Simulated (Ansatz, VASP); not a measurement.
# Hg: VASP beside Ansatz

```
CELL_PARAMETERS angstrom
3.58388 0.00000 0.00000
-1.79194 3.10373 0.00000
0.00000 0.00000 11.31920
ATOMIC_POSITIONS crystal
Hg 0.00000 0.00000 0.00000
Hg 0.33333 0.66667 0.25000
Hg 0.00000 0.00000 0.50000
Hg 0.66667 0.33333 0.75000
```

Alike in both runs: functional PBE; k mesh 12 × 12 × 4; occupations gaussian, width 0.1 eV; no spin polarisation.

Ansatz relaxed the structure, and its values are those at the end. VASP's run is a single point on that final structure, the one shown.

|  | VASP | Ansatz |
| --- | --- | --- |
| version | VASP 6.6.1 | Ansatz 0.2.0 |
| potentials or method | VASP PAW PBE potentials, release 64 (Hg), cutoff 520 eV | scalar-relativistic, plane waves, PAW |
| valence electrons in the cell | 48 | 80 |

Ansatz gave:

- gap on the k mesh at the Fermi level (eV): 0.28
- least direct gap on the mesh (eV): 0.76
- pressure (GPa): 0.0

Question: Estimate VASP's values.

Answer: gap on the k mesh at the Fermi level (eV): 0.29; least direct gap on the mesh (eV): 0.77; pressure (GPa): 0.0.

VASP's potentials hold 48 valence electrons a cell and Ansatz's 80, so a difference there can come from the potentials and not from the codes.

Spin-orbit coupling is off throughout.
